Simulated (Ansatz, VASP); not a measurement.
Al: VASP beside Ansatz

```
CELL_PARAMETERS angstrom
2.93336 0.00000 0.00000
-1.46668 2.54037 0.00000
0.00000 0.00000 30.12748
ATOMIC_POSITIONS crystal
Al 0.00000 0.00000 0.57579
Al 0.66667 0.33333 0.65142
Al 0.33333 0.66667 0.72726
Al 0.00000 0.00000 0.80301
```

Alike in both runs: task single point; functional r2SCAN; dispersion rVV10; k mesh 15 × 15 × 1; occupations methfessel-paxton of order 1, width 0.1 eV; no spin polarisation.

```csv
,VASP,Ansatz
version,VASP 6.6.1,Ansatz 0.2.0
potentials or method,"VASP PAW PBE potentials, release 64 (Al), cutoff 440 eV","scalar-relativistic, plane waves, PAW"
valence electrons in the cell,12,12
```

Ansatz gave:

```
gap on the k mesh at the Fermi level (eV) : none
rms of the force components (eV/Å)        : 0.086
```

Question: Which values does VASP return?

Answer: gap on the k mesh at the Fermi level (eV): none; rms of the force components (eV/Å): 0.088.

VASP's potentials were made for PBE, not for r2SCAN. Atom by atom the forces differ by 0.003 eV/Å (rms over components). A gap of «none» marks a metal or a gap that the smearing closes. Ansatz's warnings: xc potential rough in thin density.
